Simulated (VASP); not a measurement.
Write the native input for VASP 6.6.1 that does the following.

| Property | Result |
| --- | --- |
| Task | single point |
| Functional | BLYP |
| Potentials or basis | VASP PAW PBE potentials, release 64 (Sc_sv) |
| Cutoff | 520 eV |
| k mesh | 8 × 8 × 11 |
| Occupations | fermi-dirac, width 0.1 eV |
| Spin | no spin polarisation |
| Dipole correction | no |
| Further INCAR settings | ALGO = Normal; EDIFF = 1e-06; NBANDS = 24 |

The structure of Sc lies in POSCAR:

```
Sc
1.0
    4.9435469054      0.0000000000      0.0000000000
   -2.4717734527      4.2812372048      0.0000000000
    0.0000000000      0.0000000000      3.1043142242
Sc
3
Direct
    1.0000000000      1.0000000000      0.0000000000
    0.3333333333      0.6666666667      0.5000000000
    0.6666666667      0.3333333333      0.5000000000
```

This cell differs from its parent crystal: volume scaled by 0.88.

One way to write it, as run:

INCAR

```
  PREC = Accurate
  ENCUT = 520
  EDIFF = 1E-6
  ISMEAR = -1
  SIGMA = 0.1
  LREAL = False
  LASPH = True
  NELM = 60
  ALGO = Normal
  ISIF = 2
  LWAVE = False
  LCHARG = False
  GGA = B5
  ALDAX = 1.0
  AGGAX = 1.0
  AGGAC = 1.0
  ALDAC = 0.0
  NBANDS = 24
```

KPOINTS

```
regular mesh
0
Gamma
  8 8 11
```

Potentials or basis: VASP PAW PBE potentials, release 64 (Sc_sv).

The run is started by

```sh
$ cat potpaw_PBE.64/Sc_sv/POTCAR > POTCAR
$ mpirun -np 1 vasp_std > vasp.out
```

It gave:

* Pressure: 8.0 GPa

Caveat: the PAW data sets were made with another functional, which shifts forces and pressure a little.

Run time: 47 s on 1 thread of Intel(R) Xeon(R) 6975P-C (Granite Rapids), on a shared host, peak memory 0.22 GiB.
